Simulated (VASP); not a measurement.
A run of VASP 6.6.1 is set up as follows.

File POSCAR:

```
LiF
1.0
    0.0000000000      2.1751200000      2.1751200000
    2.1751200000      0.0000000000      2.1751200000
    2.1751200000      2.1751200000      0.0000000000
Li F
1 1
Direct
    0.0000000000      0.0000000000      0.0000000000
    0.5000000000      0.5000000000      0.5000000000
```

Contents of INCAR.step1:

```
PREC = Accurate
ENCUT = 520
ISMEAR = 0
SIGMA = 0.05
LREAL = False
LASPH = True
NELM = 80
NBANDS = 12
GGA = PE
ALGO = Normal
EDIFF = 1E-4
LWAVE = True
LCHARG = False
```

Contents of INCAR.step2:

```
PREC = Accurate
ENCUT = 520
EDIFF = 1E-6
ISMEAR = 0
SIGMA = 0.05
LREAL = False
LASPH = True
NELM = 80
ALGO = Normal
ISIF = 2
LWAVE = False
LCHARG = True
METAGGA = R2SCAN
LMIXTAU = True
LELF = True
LVHAR = True
NBANDS = 12
ISTART = 1
```

The input KPOINTS:

```
regular mesh
0
Gamma
  10 10 10
```

Potentials or basis: VASP PAW PBE potentials, release 64 (Li_sv, F).

Command:

```bash
$ cat potpaw_PBE.64/Li_sv/POTCAR potpaw_PBE.64/F/POTCAR > POTCAR
$ cp INCAR.step1 INCAR
$ mpirun -np 1 vasp_std > vasp.out
$ cp INCAR.step2 INCAR
$ mpirun -np 1 vasp_std > vasp.out
```

(1) Estimate the band gap on the k mesh.

## Answers

(1) 8.31 eV.

Caveat: the cell differs from its parent crystal (strain +0.080 along x and y, +0.080 along z).
